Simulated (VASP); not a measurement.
# NbAs (Fm-3m) in VASP: notebook

Runs on NbAs. Level: PBEsol. Tasks: single point.

Program: VASP 6.6.1. These are calculated values, not measurements. Logs are shortened: lines on timing, memory, paths and dates and some standing lists are left out, and cuts for length are marked.

### Step 1. The cell of the first run

Symmetry: Fm-3m, No. 225, cubic system. Conventional cell: a = 5.140 Å, b = 5.140 Å, c = 5.140 Å, α = 90.00°, β = 90.00°, γ = 90.00°. Within 3.4 Å of Nb (site symmetry m-3m) lie 6 As at 2.57 Å. Within 3.4 Å of As (site symmetry m-3m) lie 6 Nb at 2.57 Å.

### Step 2. Single point, PBEsol (volume scaled by 0.960)

Input file INCAR:

```
PREC     = Accurate       # precision mode
ENCUT    = 520            # plane-wave cutoff, eV
EDIFF    = 1E-7           # SCF threshold, eV
ISMEAR   = 0              # smearing method
SIGMA    = 0.05           # smearing width, eV
LREAL    = F              # projectors in reciprocal space
LASPH    = T              # aspherical terms in the spheres
NELM     = 100            # most SCF steps
ALGO     = Normal         # electronic algorithm
ISIF     = 2              # what is computed and relaxed
LWAVE    = F              # write WAVECAR
LCHARG   = T              # write CHGCAR
GGA      = PS             # functional
LELF     = T              # ELF
LVHAR    = T            
NBANDS   = 16             # bands
```

Input file KPOINTS:

```
regular mesh
0
Gamma
  10 10 10
```

Input file POSCAR:

```
NbAs
1.0
    0.0000000000      2.5699765302      2.5699765302
    2.5699765302      0.0000000000      2.5699765302
    2.5699765302      2.5699765302      0.0000000000
Nb As
1 1
Direct
    0.5000000000      0.5000000000      0.5000000000
    0.0000000000      0.0000000000      0.0000000000
```

Potentials or basis: VASP PAW PBE potentials, release 64 (Nb_sv, As).

Run with:

```
> cat potpaw_PBE.64/Nb_sv/POTCAR potpaw_PBE.64/As/POTCAR > POTCAR
> mpirun -np 1 vasp_std > vasp.out
```

OUTCAR:

```text
PREC = Accurate
   ENCUT = 520
   EDIFF = 1E-7
   ISMEAR = 0
   LREAL = F
   LASPH = T
   NELM = 100
   ISIF = 2
   GGA = PS

 ion  position               nearest neighbor table
   1  0.500  0.500  0.500-   2 2.57   2 2.57   2 2.57   2 2.57   2 2.57   2 2.57
   2  0.000  0.000  0.000-   1 2.57   1 2.57   1 2.57   1 2.57   1 2.57   1 2.57

  LATTYP: Found a face centered cubic cell.
 ALAT       =     5.1399530604

  Lattice vectors:

 A1 = (   0.0000000000,   2.5699765302,   2.5699765302)
 A2 = (   2.5699765302,   0.0000000000,   2.5699765302)
 A3 = (   2.5699765302,   2.5699765302,   0.0000000000)

Analysis of symmetry for initial positions (statically):
=====================================================================
 Subroutine PRICEL returns:
 Original cell was already a primitive cell.

 Routine SETGRP: Setting up the symmetry group for a
 face centered cubic supercell.

 Subroutine GETGRP returns: Found 48 space group operations
 (whereof 48 operations were pure point group operations)
 out of a pool of 48 trial point group operations.

The static configuration has the point symmetry O_h .

Analysis of symmetry for dynamics (positions and initial velocities):
=====================================================================
 Subroutine PRICEL returns:
 Original cell was already a primitive cell.

 Routine SETGRP: Setting up the symmetry group for a
 face centered cubic supercell.

 Subroutine GETGRP returns: Found 48 space group operations
 (whereof 48 operations were pure point group operations)
 out of a pool of 48 trial point group operations.

The dynamic configuration has the point symmetry O_h .

 Subroutine INISYM returns: Found 48 space group operations
 (whereof 48 operations are pure point group operations),
 and found     1 'primitive' translations

----------------------------------------------------------------------------------------

                                     Primitive cell

  volume of cell :      33.9483

  direct lattice vectors                    reciprocal lattice vectors
     0.000000000  2.569976530  2.569976530    -0.194554306  0.194554306  0.194554306
     2.569976530  0.000000000  2.569976530     0.194554306 -0.194554306  0.194554306
     2.569976530  2.569976530  0.000000000     0.194554306  0.194554306 -0.194554306

  length of vectors
     3.634495664  3.634495664  3.634495664     0.336977943  0.336977943  0.336977943

  position of ions in fractional coordinates (direct lattice)
     0.500000000  0.500000000  0.500000000
     0.000000000  0.000000000  0.000000000

  ion indices of the primitive-cell ions
   primitive index   ion index
                 1           1
                 2           2

----------------------------------------------------------------------------------------

 KPOINTS: regular mesh

Automatic generation of k-mesh.
 Grid dimensions read from file:
 generate k-points for:   10   10   10

 Generating k-lattice:

  Cartesian coordinates                     Fractional coordinates (reciprocal lattice)
    -0.019455431  0.019455431  0.019455431     0.100000000  0.000000000  0.000000000
     0.019455431 -0.019455431  0.019455431     0.000000000  0.100000000  0.000000000
     0.019455431  0.019455431 -0.019455431     0.000000000  0.000000000  0.100000000

  Length of vectors
     0.033697794  0.033697794  0.033697794

  Shift w.r.t. Gamma in fractional coordinates (k-lattice)
     0.000000000  0.000000000  0.000000000

 Subroutine IBZKPT returns following result:
 ===========================================

 Found     47 irreducible k-points:

 Following reciprocal coordinates:
            Coordinates               Weight
  0.000000  0.000000  0.000000      1.000000
  0.100000  0.000000  0.000000      8.000000
  0.200000  0.000000  0.000000      8.000000
  0.300000  0.000000  0.000000      8.000000
  0.400000  0.000000  0.000000      8.000000
  0.500000  0.000000  0.000000      4.000000
[... 16 lines left out ...]
  0.300000  0.300000  0.000000      6.000000
  0.400000  0.300000  0.000000     24.000000
 [... further k-points ...]
   k-points           NKPTS =     47   k-points in BZ     NKDIM =     47   number of bands    NBANDS=     16
   number of dos      NEDOS =    301   number of ions     NIONS =      2
   total plane-waves  NPLWV =  21952
   dimension x,y,z NGX =    28 NGY =   28 NGZ =   28
   dimension x,y,z NGXF=    56 NGYF=   56 NGZF=   56
   ions per type =               1   1
   NGX,Y,Z   is equivalent  to a cutoff of  12.81, 12.81, 12.81 a.u.
   NGXF,Y,Z  is equivalent  to a cutoff of  25.62, 25.62, 25.62 a.u.
 SYSTEM =  unknown system
   PREC   = accura    normal or accurate (medium, high low for compatibility)
   ISTART =      0    job   : 0-new  1-cont  2-samecut
   ICHARG =      2    charge: 1-file 2-atom 10-const
   ISPIN  =      1    spin polarized calculation?
   LNONCOLLINEAR =      F non collinear calculations
   LSORBIT =      F    spin-orbit coupling
   LASPH  =      T    aspherical Exc in radial PAW
   ENCUT  =  520.0 eV  38.22 Ry    6.18 a.u.   6.76  6.76  6.76*2*pi/ulx,y,z
   NELM   =    100;   NELMIN=  2; NELMDL= -5     # of ELM steps
   EDIFF  = 0.1E-06   stopping-criterion for ELM
   LREAL  =      F    real-space projection
   EDIFFG = 0.1E-05   stopping-criterion for IOM
   NSW    =      0    number of steps for IOM
   IBRION =     -1    ionic relax: 0-MD 1-quasi-New 2-CG
   NFREE  =      0    steps in history (QN), initial steepest desc. (CG)
   ISIF   =      2    stress and relaxation
   ISYM   =      2    0-nonsym 1-usesym 2-fastsym
   POTIM  = 0.5000    time-step for ionic-motion
   TEBEG  =    0.0;   TEEND  =   0.0 temperature during run
   PSTRESS=    0.0 pullay stress
   NELECT =      18.0000    total number of electrons
   NUPDOWN=      -1.0000    fix difference up-down
   EMIN   =  10.00;   EMAX   =-10.00  energy-range for DOS
   EFERMI =   0.00;   METHOD = LEGACY
   ISMEAR =     0;   SIGMA  =   0.05  broadening in eV -4-tet -1-fermi 0-gaus
   EFERMI_NEDOS =   21; number of points for ismear=-14 and -15
   IALGO  =     38    algorithm
   IMIX   =      4    mixing-type and parameters
     AMIX     =   0.40;   BMIX     =  1.00
     AMIX_MAG =   1.60;   BMIX_MAG =  1.00
  volume/ion in A,a.u.               =      16.97       114.55
  Fermi-wavevector in a.u.,A,eV,Ry     =   1.325032  2.503948 23.887898  1.755711
  Thomas-Fermi vector in A             =   2.454523
   LORBIT       =      0    0 simple, 1 ext, 2 COOP (PROOUT), +10 PAW based schemes
   GGA     = PS    functional components
   LHFCALC =     F    Hartree Fock is set to
   AEXX    =    0.0000 exact exchange contribution
   IVDW    =     0    specifies the selected vdW correction
   LEPSILON=     F    determine dielectric tensor
   LRPA    =     F    only Hartree local field effects (RPA)
 non-spin polarized calculation
 Gauss-broadening in eV      SIGMA  =   0.05
  energy-cutoff  :      520.00
  volume of cell :       33.95
 maximum number of plane-waves:       941
   NGX = 13   NGY = 13   NGZ = 13

 number of electron      18.0000001 magnetization

 Free energy of the ion-electron system (eV)
  ---------------------------------------------------
  ext. energy  EPLUGINS =         0.00000000
  ---------------------------------------------------
  free energy    TOTEN  =       -16.60822411 eV

  energy without entropy =      -16.60800353  energy(sigma->0) =      -16.60811382

 E-fermi :  10.6118     XC(G=0): -12.0588

 val. band max:       10.5490683990   @ k =   0.1000   0.0000   0.0000
 cond. band min:      10.6545484718   @ k =   0.5000   0.5000   0.0000
 fundamental gap:      0.1054800728
 Fermi energy:        10.6117871018

 k-point     1 :       0.0000    0.0000    0.0000
  band No.  band energies     occupation
      1     -45.0180      2.00000
      2     -21.0951      2.00000
      3     -21.0951      2.00000
      4     -21.0951      2.00000
      5      -3.3536      2.00000
      6       8.8750      2.00000
[... 8 lines left out ...]
     15      17.9884      0.00000
     16      24.3684      0.00000

 k-point     2 :       0.1000    0.0000    0.0000
  band No.  band energies     occupation
      1     -45.0162      2.00000
      2     -21.1189      2.00000
      3     -21.0967      2.00000
      4     -21.0967      2.00000
      5      -3.1814      2.00000
      6       8.1474      2.00000
[... 8 lines left out ...]
     15      18.3451      0.00000
     16      23.1902      0.00000

 k-point     3 :       0.2000    0.0000    0.0000
  band No.  band energies     occupation
      1     -45.0115      2.00000
      2     -21.1807      2.00000
      3     -21.1009      2.00000
      4     -21.1009      2.00000
      5      -2.6906      2.00000
      6       6.6447      2.00000
[... 8 lines left out ...]
     15      19.2168      0.00000
     16      21.9932      0.00000

 k-point     4 :       0.3000    0.0000    0.0000
  band No.  band energies     occupation
      1     -45.0057      2.00000
      2     -21.2557      2.00000
      3     -21.1061      2.00000
      4     -21.1061      2.00000
      5      -1.9635      2.00000
      6       5.0662      2.00000
[... 8 lines left out ...]
     15      20.1349      0.00000
     16      20.1349      0.00000

 k-point     5 :       0.4000    0.0000    0.0000
  band No.  band energies     occupation
      1     -45.0010      2.00000
      2     -21.3154      2.00000
      3     -21.1103      2.00000
      4     -21.1103      2.00000
      5      -1.1846      2.00000
      6       3.7654      2.00000
[... 8 lines left out ...]
     15      18.6505      0.00000
     16      18.6505      0.00000

 k-point     6 :       0.5000    0.0000    0.0000
  band No.  band energies     occupation
      1     -44.9991      2.00000
      2     -21.3380      2.00000
      3     -21.1119      2.00000
      4     -21.1119      2.00000
      5      -0.7893      2.00000
      6       3.1974      2.00000
[... 8 lines left out ...]
     15      18.0175      0.00000
     16      18.0175      0.00000
[... 267 lines left out ...]
 k-point    21 :      -0.3000    0.2000    0.0000
  band No.  band energies     occupation
      1     -44.9989      2.00000
      2     -21.2763      2.00000
      3     -21.1744      2.00000
      4     -21.1123      2.00000
      5      -1.2963      2.00000
      6       4.2544      2.00000
[... 8 lines left out ...]
     15      19.0214      0.00000
     16      20.2997      0.00000

 k-point    22 :      -0.2000    0.2000    0.0000
  band No.  band energies     occupation
      1     -45.0035      2.00000
      2     -21.2401      2.00000
      3     -21.1559      2.00000
      4     -21.1019      2.00000
      5      -1.8378      2.00000
      6       5.0076      2.00000
[... 8 lines left out ...]
     15      18.9488      0.00000
     16      20.7535      0.00000

 k-point    23 :       0.3000    0.3000    0.0000
  band No.  band energies     occupation
      1     -45.0012      2.00000
      2     -21.2310      2.00000
      3     -21.1483      2.00000
      4     -21.1483      2.00000
      5      -1.9919      2.00000
      6       4.9712      2.00000
[... 8 lines left out ...]
     15      20.8274      0.00000
     16      21.5538      0.00000

 k-point    24 :       0.4000    0.3000    0.0000
  band No.  band energies     occupation
      1     -44.9973      2.00000
      2     -21.2623      2.00000
      3     -21.1630      2.00000
      4     -21.1564      2.00000
      5      -1.7252      2.00000
      6       4.8891      2.00000
[... 8 lines left out ...]
     15      20.4330      0.00000
     16      21.8498      0.00000

 [... further k-points ...]

------------------------ aborting loop because EDIFF is reached ----------------------------------------

  FORCE on cell =-STRESS in cart. coord.  units (eV):
  Direction    XX          YY          ZZ          XY          YZ          ZX
  --------------------------------------------------------------------------------------
  -------------------------------------------------------------------------------------
  Total        1.5635813      1.5635813      1.5635813      0.0000000     -0.0000000     -0.0000000
  in kB       73.7927295     73.7927295     73.7927295      0.0000000     -0.0000000     -0.0000000
  external PRESSURE =      73.7927295 kB  Pullay stress =       0.0000000 kB

 VOLUME and BASIS-vectors are now :
 -----------------------------------------------------------------------------
  energy-cutoff  :      520.00
  volume of cell :       33.95
      direct lattice vectors                 reciprocal lattice vectors
     0.000000000  2.569976530  2.569976530    -0.194554306  0.194554306  0.194554306
     2.569976530  0.000000000  2.569976530     0.194554306 -0.194554306  0.194554306
     2.569976530  2.569976530  0.000000000     0.194554306  0.194554306 -0.194554306

 POSITION                                       TOTAL-FORCE (eV/Angst)
 -----------------------------------------------------------------------------------
      2.56998      2.56998      2.56998        -0.000000     -0.000000     -0.000000
      0.00000      0.00000      0.00000         0.000000      0.000000      0.000000
 -----------------------------------------------------------------------------------
    total drift:                                0.000000      0.000000      0.000000

  FREE ENERGIE OF THE ION-ELECTRON SYSTEM (eV)
  ---------------------------------------------------
  free  energy   TOTEN  =       -16.6082241114 eV

  energy  without entropy=      -16.6080035265  energy(sigma->0) =      -16.60811382
```

Run time: 46 s. Hardware: 1 thread of Intel Xeon 8259CL, shared host; peak memory 0.17 GiB.

What came out:

```
Free energy            : -16.6082 eV
Pressure               : 7.4 GPa
Band gap on the k mesh : zero (band 9 reaches 11.25 eV, above the bottom of band 10 at 9.19 eV)
```

Levels at points of the mesh, in eV from the Fermi level:
```csv
k point,band 5,band 6,band 7,band 8,band 9,band 10,band 11,band 12,band 13,band 14
"(0.00, 0.00, 0.00)",-13.97,-1.74,-1.74,-1.74,-1.02,-1.02,-0.10,-0.10,-0.10,5.48
"(0.50, 0.00, 0.00)",-11.40,-7.41,-4.73,-4.73,0.64,0.64,1.65,3.19,7.00,7.00
"(0.50, 0.50, 0.00)",-12.31,-5.18,-3.70,-2.09,-2.09,0.04,1.39,1.39,2.74,4.74
```

Caveat: the cell differs from its parent crystal (volume scaled by 0.960); the PAW data sets were made with another functional, which shifts forces and pressure a little.

### Step 3. Single point, PBEsol

This run uses another cell than the first one, of 17.64 Å³/atom, 1.039 times its volume.

Input file INCAR:

```
ALGO = Normal
EDIFF = 1E-6
ENCUT = 520
GGA = PS
ISIF = 2
ISMEAR = 0
LASPH = T
LCHARG = F
LREAL = F
LWAVE = F
NBANDS = 16
NELM = 60
PREC = Accurate
SIGMA = 0.05
```

Input file KPOINTS:

```
k-points
0
Gamma
  10 10 10
```

Input file POSCAR:

```
NbAs
1.0
    0.0000000000      2.6031519958      2.6031519958
    2.6031519958      0.0000000000      2.6031519958
    2.6031519958      2.6031519958      0.0000000000
Nb As
1 1
Direct
    0.5000000000      0.5000000000      0.5000000000
    0.0000000000      0.0000000000      0.0000000000
```

Potentials or basis: VASP PAW PBE potentials, release 64 (Nb_sv, As).

Run with:

```
> cat potpaw_PBE.64/Nb_sv/POTCAR potpaw_PBE.64/As/POTCAR > POTCAR
> mpirun -np 1 vasp_std > vasp.out
```

Run time: 41 s. Hardware: 1 thread of Intel Xeon 8259CL, shared host; peak memory 0.17 GiB.

It converged, with:

```
Free energy            : -16.6408 eV
Pressure               : 0.6 GPa
Band gap on the k mesh : zero (band 9 reaches 10.70 eV, above the bottom of band 10 at 8.75 eV)
```

Levels at points of the mesh, in eV from the Fermi level:
```
           k point  band 7  band 8  band 9  band 10  band 11  band 12
(0.00, 0.00, 0.00)   -1.61   -1.61   -0.96    -0.96    -0.12    -0.12
(0.50, 0.00, 0.00)   -4.54   -4.54    0.62     0.62     1.55     3.18
(0.50, 0.50, 0.00)   -3.47   -2.05   -2.05     0.05     1.33     1.33
```

Caveat: the PAW data sets were made with another functional, which shifts forces and pressure a little.
